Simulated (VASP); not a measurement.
Here is a VASP 6.6.1 calculation.

POSCAR

```
GaAs
1.0
    0.0000000000      2.8330850957      2.8330850957
    2.8330850957      0.0000000000      2.8330850957
    2.8330850957      2.8330850957      0.0000000000
Ga As
1 1
Direct
    0.0000000000      0.0000000000      0.0000000000
    0.2500000000      0.2500000000      0.2500000000
```

The input INCAR.step1:

```
SYSTEM = GaAs
ALGO = Normal ; EDIFF = 1E-4
ENCUT = 520 ; GGA = PE
ISMEAR = 0 ; LASPH = .True.
LCHARG = .False. ; LREAL = .False.
LWAVE = .True. ; NBANDS = 16
NELM = 60 ; PREC = Accurate
SIGMA = 0.01
```

INCAR.step2

```
SYSTEM = GaAs
ALGO = Normal ; EDIFF = 1E-7
ENCUT = 520 ; ISIF = 2
ISMEAR = 0 ; ISTART = 1
LASPH = .True. ; LCHARG = .True.
LELF = .True. ; LMIXTAU = .True.
LREAL = .False. ; LVHAR = .True.
LWAVE = .False. ; METAGGA = R2SCAN
NBANDS = 16 ; NELM = 60
PREC = Accurate ; SIGMA = 0.01
```

The input KPOINTS:

```
k-points
0
Gamma
  6 6 6
  0 0 0
```

Potentials or basis: VASP PAW PBE potentials, release 64 (Ga_d, As).

Run with:

```sh
$ cat potpaw_PBE.64/Ga_d/POTCAR potpaw_PBE.64/As/POTCAR > POTCAR
$ cp INCAR.step1 INCAR
$ mpirun -np 1 vasp_std > vasp.out
$ cp INCAR.step2 INCAR
$ mpirun -np 1 vasp_std > vasp.out
```

(1) Predict the pressure.

(2) Predict the band gap on the k mesh.

Answers

(1) 0.1 GPa.

(2) 0.94 eV, direct.

Caveat: the PAW data sets were made with another functional, which shifts forces and pressure a little.
